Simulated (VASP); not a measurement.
Crystal: LiGeH3.

```
Li Ge H
1.0
     3.42709    0.00000    0.00000
     0.00000    3.42709    0.00000
     0.00000    0.00000    4.56007
Li Ge H
1 1 3
Direct
  0.50000 0.50000 0.69954
  0.00000 0.00000 0.96870
  0.50000 0.00000 0.19547
  0.00000 0.50000 0.19547
  0.00000 0.00000 0.54903
```

* Program: VASP 6.6.1
* Task: relaxation of cell and atoms
* Functional: PBE
* Potentials or basis: VASP PAW PBE potentials, release 64 (Li_sv, Ge_d, H)
* Cutoff: 600 eV
* k mesh: 6 × 6 × 4
* Occupations: gaussian, width 0.1 eV
* Spin: no spin polarisation

At the start: pressure -0.7 GPa; volume 10.71 Å³/atom.

**Question.** Where does the relaxation end?

**Answer.** Over 43 steps the energy falls by 363.6 meV/atom and the volume is 15.97 Å³/atom (+49.1 %); space group P4mm (No. 99, to 0.05 Å).

The path:
```tsv
step	energy change (eV)	largest force (eV/Å)	pressure (GPa)	volume (Å³)
1	0.0000	2.7899	-0.72	53.56
3	-1.2039	0.9855	3.53	51.62
5	-1.4152	0.1195	2.28	56.04
7	-1.4349	0.2473	0.52	59.02
9	-1.4419	0.2203	-0.23	59.59
11	-1.4478	0.0937	-0.08	59.98
13	-1.4487	0.1097	0.07	60.18
15	-1.4520	0.0785	-0.28	60.69
17	-1.4571	0.1615	0.39	60.31
19	-1.4607	0.1246	0.35	60.39
21	-1.4668	0.1648	0.16	60.67
23	-1.5202	0.3052	-0.02	62.23
25	-1.6982	0.4136	3.21	68.35
27	-1.7161	0.4235	2.20	67.20
29	-1.7317	0.2619	2.70	69.09
31	-1.7324	0.2349	2.93	70.37
33	-1.7734	0.2023	2.06	73.16
35	-1.8123	0.1910	0.17	79.59
37	-1.8135	0.0825	-0.06	80.06
39	-1.8150	0.1075	-0.10	80.06
41	-1.8158	0.1846	0.29	79.49
43	-1.8179	0.0319	-0.04	79.85
```

Final structure:
```
Li Ge H
1.0
     3.98272    0.00000    0.00000
     0.00000    3.98272    0.00000
     0.00000    0.00000    5.03394
Li Ge H
1 1 3
Cartesian
  1.9914 1.9914 0.0679
  0.0000 0.0000 0.3350
  1.9914 0.0000 0.3674
  0.0000 1.9914 0.3674
  0.0000 0.0000 1.9240
```

Caveat: the cutoff is under 1.25 times the usual one of these potentials, so pressure, stress and relaxed cells hold a basis-set (Pulay) error; the volume moved by over 15 % at a fixed basis, so the end points are rough.
